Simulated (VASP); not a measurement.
Si5Ge:

```
Si Ge
1.0
     2.81679    0.00000    0.00000
    -1.40839    2.43941    0.00000
     0.00000    0.00000   13.44730
Si Ge
5 1
Direct
  0.66667 0.33333 0.83814
  0.66667 0.33333 0.16186
  0.33333 0.66667 0.68237
  0.33333 0.66667 0.00000
  0.33333 0.66667 0.31763
  0.66667 0.33333 0.50000
```

| Property | Result |
| --- | --- |
| Program | VASP 6.6.1 |
| Task | relaxation of cell and atoms |
| Functional | PBE |
| Potentials or basis | VASP PAW PBE potentials, release 64 (Si, Ge_d) |
| Cutoff | 600 eV |
| k mesh | 18 × 18 × 4 |
| Occupations | gaussian, width 0.1 eV |
| Spin | no spin polarisation |

At the start: pressure 0.1 GPa; volume 15.40 Å³/atom.

Q: Where does the relaxation end?

A: Over 17 steps the energy falls by 5.9 meV/atom; space group P-6m2 (No. 187, to 0.1 Å) before and after.

The path:
| step | energy change (eV) | largest force (eV/Å) | pressure (GPa) | volume (Å³) |
| --- | --- | --- | --- | --- |
| 1 | 0.0000 | 0.0969 | 0.08 | 92.40 |
| 2 | -0.0063 | 0.0458 | -0.07 | 92.50 |
| 3 | -0.0110 | 0.0265 | -0.22 | 92.59 |
| 4 | -0.0230 | 0.0382 | -0.51 | 92.77 |
| 5 | -0.0097 | 0.2104 | -0.89 | 93.05 |
| 6 | -0.0283 | 0.1114 | -0.68 | 92.87 |
| 7 | -0.0263 | 0.1259 | 0.69 | 91.33 |
| 8 | -0.0306 | 0.1213 | -0.14 | 92.25 |
| 9 | -0.0324 | 0.0638 | 0.26 | 91.85 |
| 10 | -0.0324 | 0.0585 | 0.30 | 91.81 |
| 11 | -0.0339 | 0.0341 | 0.05 | 92.13 |
| 12 | -0.0342 | 0.0464 | -0.16 | 92.41 |
| 13 | -0.0349 | 0.0381 | -0.01 | 92.28 |
| 14 | -0.0349 | 0.0387 | -0.03 | 92.29 |
| 15 | -0.0352 | 0.0230 | 0.09 | 92.18 |
| 16 | -0.0352 | 0.0136 | 0.14 | 92.12 |
| 17 | -0.0353 | 0.0054 | -0.07 | 92.36 |

Final structure:
```
CELL_PARAMETERS angstrom
2.76317 0.00000 0.00000
-1.38159 2.39298 0.00000
0.00000 0.00000 13.96762
ATOMIC_POSITIONS crystal
Si 0.66667 0.33333 0.84152
Si 0.66667 0.33333 0.15848
Si 0.33333 0.66667 0.68392
Si 0.33333 0.66667 0.00000
Si 0.33333 0.66667 0.31608
Ge 0.66667 0.33333 0.50000
```

Caveat: the highest band is partly filled, so the run has too few bands.
